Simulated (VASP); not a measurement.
# BiTe (R-3m) in VASP: a series of runs

BiTe is run at these levels: PBEsol; tasks: single point.

Everything below comes from runs of VASP 6.6.1. Logs are shortened: lines on timing, memory, paths and dates and some standing lists are left out, and cuts for length are marked.

### Step 1. The cell of the first run

It takes space group R-3m (No. 166, trigonal). The conventional cell has a = 4.780 Å, b = 4.780 Å, c = 9.817 Å, α = 90.00°, β = 90.00°, γ = 120.00°. Within 4.2 Å of Bi (site symmetry -3m) lie 6 Te at 3.21 Å. Te (site symmetry -3m) has 6 Bi at 3.21 Å within 4.2 Å.

### Step 2. Single point, PBEsol (volume scaled by 0.96)

INCAR

```
  ALGO = Normal
  EDIFF = 1E-6
  ENCUT = 520
  GGA = PS
  ISIF = 2
  ISMEAR = -1
  LASPH = T
  LCHARG = F
  LREAL = F
  LWAVE = F
  NBANDS = 18
  NELM = 80
  PREC = Accurate
  SIGMA = 0.05
```

KPOINTS

```
k-points
0
Gamma
  7 7 7
```

POSCAR

```
BiTe
1.0
    2.3899644647      1.3798466271      3.2724581889
   -2.3899644647      1.3798466271      3.2724581889
    0.0000000000     -2.7596932542      3.2724581889
Bi Te
1 1
Direct
    0.5000000000      0.5000000000      0.5000000000
    0.0000000000      0.0000000000      0.0000000000
```

Potentials or basis: VASP PAW PBE potentials, release 64 (Bi_d, Te).

The run is started by

```sh
$ cat potpaw_PBE.64/Bi_d/POTCAR potpaw_PBE.64/Te/POTCAR > POTCAR
$ mpirun -np 1 vasp_std > vasp.out
```

OUTCAR:

```text
EDIFF = 1E-6
   ENCUT = 520
   GGA = PS
   ISIF = 2
   ISMEAR = -1
   LASPH = T
   LREAL = F
   NELM = 80
   PREC = Accurate

 ion  position               nearest neighbor table
   1  0.500  0.500  0.500-   2 3.21   2 3.21   2 3.21   2 3.21   2 3.21   2 3.21
   2  0.000  0.000  0.000-   1 3.21   1 3.21   1 3.21   1 3.21   1 3.21   1 3.21

  LATTYP: Found a trigonal (rhomboedric) cell.
 ALAT       =     4.2807580468
 COS(alpha) =     0.3765932224

  Lattice vectors:

 A1 = (   2.3899644647,   1.3798466271,   3.2724581889)
 A2 = (  -2.3899644647,   1.3798466271,   3.2724581889)
 A3 = (   0.0000000000,  -2.7596932542,   3.2724581889)

Analysis of symmetry for initial positions (statically):
=====================================================================
 Subroutine PRICEL returns:
 Original cell was already a primitive cell.

 Routine SETGRP: Setting up the symmetry group for a
 trigonal (rhombohedral) supercell.

 Subroutine GETGRP returns: Found 12 space group operations
 (whereof 12 operations were pure point group operations)
 out of a pool of 12 trial point group operations.

The static configuration has the point symmetry D_3d.

Analysis of symmetry for dynamics (positions and initial velocities):
=====================================================================
 Subroutine PRICEL returns:
 Original cell was already a primitive cell.

 Routine SETGRP: Setting up the symmetry group for a
 trigonal (rhombohedral) supercell.

 Subroutine GETGRP returns: Found 12 space group operations
 (whereof 12 operations were pure point group operations)
 out of a pool of 12 trial point group operations.

The dynamic configuration has the point symmetry D_3d.

 Subroutine INISYM returns: Found 12 space group operations
 (whereof 12 operations are pure point group operations),
 and found     1 'primitive' translations

----------------------------------------------------------------------------------------

                                     Primitive cell

  volume of cell :      64.7512

  direct lattice vectors                    reciprocal lattice vectors
     2.389964465  1.379846627  3.272458189     0.209208131  0.120786371  0.101860227
    -2.389964465  1.379846627  3.272458189    -0.209208131  0.120786371  0.101860227
     0.000000000 -2.759693254  3.272458189     0.000000000 -0.241572742  0.101860227

  length of vectors
     4.280758047  4.280758047  4.280758047     0.262169593  0.262169593  0.262169593

  position of ions in fractional coordinates (direct lattice)
     0.500000000  0.500000000  0.500000000
     0.000000000  0.000000000  0.000000000

  ion indices of the primitive-cell ions
   primitive index   ion index
                 1           1
                 2           2

----------------------------------------------------------------------------------------

 KPOINTS: k-points

Automatic generation of k-mesh.
 Grid dimensions read from file:
 generate k-points for:    7    7    7

 Generating k-lattice:

  Cartesian coordinates                     Fractional coordinates (reciprocal lattice)
     0.029886876  0.017255196  0.014551461     0.142857143  0.000000000  0.000000000
    -0.029886876  0.017255196  0.014551461     0.000000000  0.142857143  0.000000000
     0.000000000 -0.034510392  0.014551461     0.000000000  0.000000000  0.142857143

  Length of vectors
     0.037452799  0.037452799  0.037452799

  Shift w.r.t. Gamma in fractional coordinates (k-lattice)
     0.000000000  0.000000000  0.000000000

 Subroutine IBZKPT returns following result:
 ===========================================

 Found     44 irreducible k-points:

 Following reciprocal coordinates:
            Coordinates               Weight
  0.000000  0.000000  0.000000      1.000000
  0.142857  0.000000  0.000000      6.000000
  0.285714  0.000000 -0.000000      6.000000
  0.428571  0.000000  0.000000      6.000000
  0.142857  0.142857  0.000000      6.000000
  0.285714  0.142857 -0.000000     12.000000
[... 16 lines left out ...]
  0.285714  0.285714  0.142857      6.000000
  0.428571  0.285714  0.142857     12.000000
 [... further k-points ...]
   k-points           NKPTS =     44   k-points in BZ     NKDIM =     44   number of bands    NBANDS=     18
   number of dos      NEDOS =    301   number of ions     NIONS =      2
   total plane-waves  NPLWV =  32768
   dimension x,y,z NGX =    32 NGY =   32 NGZ =   32
   dimension x,y,z NGXF=    64 NGYF=   64 NGZF=   64
   ions per type =               1   1
   NGX,Y,Z   is equivalent  to a cutoff of  12.43, 12.43, 12.43 a.u.
   NGXF,Y,Z  is equivalent  to a cutoff of  24.85, 24.85, 24.85 a.u.
 SYSTEM =  unknown system
   PREC   = accura    normal or accurate (medium, high low for compatibility)
   ISTART =      0    job   : 0-new  1-cont  2-samecut
   ICHARG =      2    charge: 1-file 2-atom 10-const
   ISPIN  =      1    spin polarized calculation?
   LNONCOLLINEAR =      F non collinear calculations
   LSORBIT =      F    spin-orbit coupling
   LASPH  =      T    aspherical Exc in radial PAW
   ENCUT  =  520.0 eV  38.22 Ry    6.18 a.u.   7.96  7.96  7.96*2*pi/ulx,y,z
   NELM   =     80;   NELMIN=  2; NELMDL= -5     # of ELM steps
   EDIFF  = 0.1E-05   stopping-criterion for ELM
   LREAL  =      F    real-space projection
   EDIFFG = 0.1E-04   stopping-criterion for IOM
   NSW    =      0    number of steps for IOM
   IBRION =     -1    ionic relax: 0-MD 1-quasi-New 2-CG
   NFREE  =      0    steps in history (QN), initial steepest desc. (CG)
   ISIF   =      2    stress and relaxation
   ISYM   =      2    0-nonsym 1-usesym 2-fastsym
   POTIM  = 0.5000    time-step for ionic-motion
   TEBEG  =    0.0;   TEEND  =   0.0 temperature during run
   PSTRESS=    0.0 pullay stress
   NELECT =      21.0000    total number of electrons
   NUPDOWN=      -1.0000    fix difference up-down
   EMIN   =  10.00;   EMAX   =-10.00  energy-range for DOS
   EFERMI =   0.00;   METHOD = LEGACY
   ISMEAR =    -1;   SIGMA  =   0.05  broadening in eV -4-tet -1-fermi 0-gaus
   EFERMI_NEDOS =   21; number of points for ismear=-14 and -15
   IALGO  =     38    algorithm
   IMIX   =      4    mixing-type and parameters
     AMIX     =   0.40;   BMIX     =  1.00
     AMIX_MAG =   1.60;   BMIX_MAG =  1.00
  volume/ion in A,a.u.               =      32.38       218.48
  Fermi-wavevector in a.u.,A,eV,Ry     =   1.124774  2.125515 17.212965  1.265117
  Thomas-Fermi vector in A             =   2.261448
   LORBIT       =      0    0 simple, 1 ext, 2 COOP (PROOUT), +10 PAW based schemes
   GGA     = PS    functional components
   LHFCALC =     F    Hartree Fock is set to
   AEXX    =    0.0000 exact exchange contribution
   IVDW    =     0    specifies the selected vdW correction
   LEPSILON=     F    determine dielectric tensor
   LRPA    =     F    only Hartree local field effects (RPA)
 non-spin polarized calculation
  energy-cutoff  :      520.00
  volume of cell :       64.75
 maximum number of plane-waves:      1764
   NGX = 15   NGY = 15   NGZ = 15

 number of electron      21.0000008 magnetization

 Free energy of the ion-electron system (eV)
  ---------------------------------------------------
  ext. energy  EPLUGINS =         0.00000000
  ---------------------------------------------------
  free energy    TOTEN  =        -7.99714654 eV

  energy without entropy =       -7.98476157  energy(sigma->0) =       -7.99095406

 E-fermi :   7.0195     XC(G=0):  -9.8138

 val. band max:        7.0183784676   @ k =  -0.4286   0.2857   0.2857
 cond. band min:       7.0273590795   @ k =   0.2857   0.2857   0.2857
 fundamental gap:      0.0089806119
 Fermi energy:         7.0195131812

 k-point     1 :       0.0000    0.0000    0.0000
  band No.  band energies     occupation
      1     -16.1485      2.00000
      2     -16.1485      2.00000
      3     -16.1337      2.00000
      4     -16.1337      2.00000
      5     -16.1138      2.00000
      6      -6.7657      2.00000
[... 10 lines left out ...]
     17      13.6803      0.00000
     18      13.8538      0.00000

 k-point     2 :       0.1429    0.0000    0.0000
  band No.  band energies     occupation
      1     -16.1485      2.00000
      2     -16.1480      2.00000
      3     -16.1348      2.00000
      4     -16.1319      2.00000
      5     -16.1133      2.00000
      6      -6.5825      2.00000
[... 10 lines left out ...]
     17      14.4017      0.00000
     18      14.7657      0.00000

 k-point     3 :       0.2857    0.0000   -0.0000
  band No.  band energies     occupation
      1     -16.1490      2.00000
      2     -16.1477      2.00000
      3     -16.1369      2.00000
      4     -16.1283      2.00000
      5     -16.1115      2.00000
      6      -6.0414      2.00000
[... 10 lines left out ...]
     17      15.8551      0.00000
     18      16.6884      0.00000

 k-point     4 :       0.4286    0.0000    0.0000
  band No.  band energies     occupation
      1     -16.1497      2.00000
      2     -16.1482      2.00000
      3     -16.1378      2.00000
      4     -16.1261      2.00000
      5     -16.1091      2.00000
      6      -5.1762      2.00000
[... 10 lines left out ...]
     17      15.4713      0.00000
     18      16.8816      0.00000

 k-point     5 :       0.1429    0.1429    0.0000
  band No.  band energies     occupation
      1     -16.1498      2.00000
      2     -16.1474      2.00000
      3     -16.1346      2.00000
      4     -16.1303      2.00000
      5     -16.1135      2.00000
      6      -6.5080      2.00000
[... 10 lines left out ...]
     17      13.8558      0.00000
     18      14.2062      0.00000

 k-point     6 :       0.2857    0.1429   -0.0000
  band No.  band energies     occupation
      1     -16.1512      2.00000
      2     -16.1471      2.00000
      3     -16.1358      2.00000
      4     -16.1265      2.00000
      5     -16.1121      2.00000
      6      -6.0816      2.00000
[... 307 lines left out ...]
 k-point    21 :      -0.2857    0.1429    0.1429
  band No.  band energies     occupation
      1     -16.1516      2.00000
      2     -16.1464      2.00000
      3     -16.1331      2.00000
      4     -16.1285      2.00000
      5     -16.1114      2.00000
      6      -5.4048      2.00000
[... 10 lines left out ...]
     17      15.4688      0.00000
     18      15.4827      0.00000

 k-point    22 :      -0.1429    0.1429    0.1429
  band No.  band energies     occupation
      1     -16.1507      2.00000
      2     -16.1459      2.00000
      3     -16.1333      2.00000
      4     -16.1315      2.00000
      5     -16.1124      2.00000
      6      -6.1247      2.00000
[... 10 lines left out ...]
     17      14.6741      0.00000
     18      15.0862      0.00000

 k-point    23 :       0.2857    0.2857    0.1429
  band No.  band energies     occupation
      1     -16.1534      2.00000
      2     -16.1492      2.00000
      3     -16.1309      2.00000
      4     -16.1222      2.00000
      5     -16.1140      2.00000
      6      -5.9923      2.00000
[... 10 lines left out ...]
     17      15.9392      0.00000
     18      16.1140      0.00000

 k-point    24 :       0.4286    0.2857    0.1429
  band No.  band energies     occupation
      1     -16.1552      2.00000
      2     -16.1491      2.00000
      3     -16.1315      2.00000
      4     -16.1197      2.00000
      5     -16.1121      2.00000
      6      -5.4698      2.00000
[... 10 lines left out ...]
     17      16.1477      0.00000
     18      17.4656      0.00000

 [... further k-points ...]
[... 5 lines left out ...]
  --------------------------------------------------------------------------------------
  -------------------------------------------------------------------------------------
  Total       -0.0771600     -0.0771600     -0.2732861      0.0000000     -0.0000000      0.0000000
  in kB       -1.9092172     -1.9092172     -6.7620840      0.0000000     -0.0000000      0.0000000
  external PRESSURE =      -3.5268395 kB  Pullay stress =       0.0000000 kB

 VOLUME and BASIS-vectors are now :
 -----------------------------------------------------------------------------
  energy-cutoff  :      520.00
  volume of cell :       64.75
      direct lattice vectors                 reciprocal lattice vectors
     2.389964465  1.379846627  3.272458189     0.209208131  0.120786371  0.101860227
    -2.389964465  1.379846627  3.272458189    -0.209208131  0.120786371  0.101860227
     0.000000000 -2.759693254  3.272458189     0.000000000 -0.241572742  0.101860227

 POSITION                                       TOTAL-FORCE (eV/Angst)
 -----------------------------------------------------------------------------------
      0.00000      0.00000      4.90869         0.000000     -0.000000      0.000000
      0.00000      0.00000      0.00000        -0.000000      0.000000     -0.000000
 -----------------------------------------------------------------------------------
    total drift:                               -0.000000      0.000000     -0.000000

  FREE ENERGIE OF THE ION-ELECTRON SYSTEM (eV)
  ---------------------------------------------------
  free  energy   TOTEN  =        -7.9971465401 eV

  energy  without entropy=       -7.9847615722  energy(sigma->0) =       -7.99095406
```

Wall time 27 s (1 thread of Intel Xeon Platinum 8488C (Sapphire Rapids), shared host); peak memory 0.2 GiB.

What came out:

```
Free energy : -7.9971 eV
Pressure    : -0.4 GPa
```

Stress tensor (GPa, compression positive):
```
-0.19  0.00  0.00
 0.00 -0.19  0.00
 0.00  0.00 -0.68
```

Caveat: the PAW data sets were made with another functional, which shifts forces and pressure a little; spin-orbit coupling is left out, which moves the levels of the heavy elements.

(Part 1 of 2 ends here.)
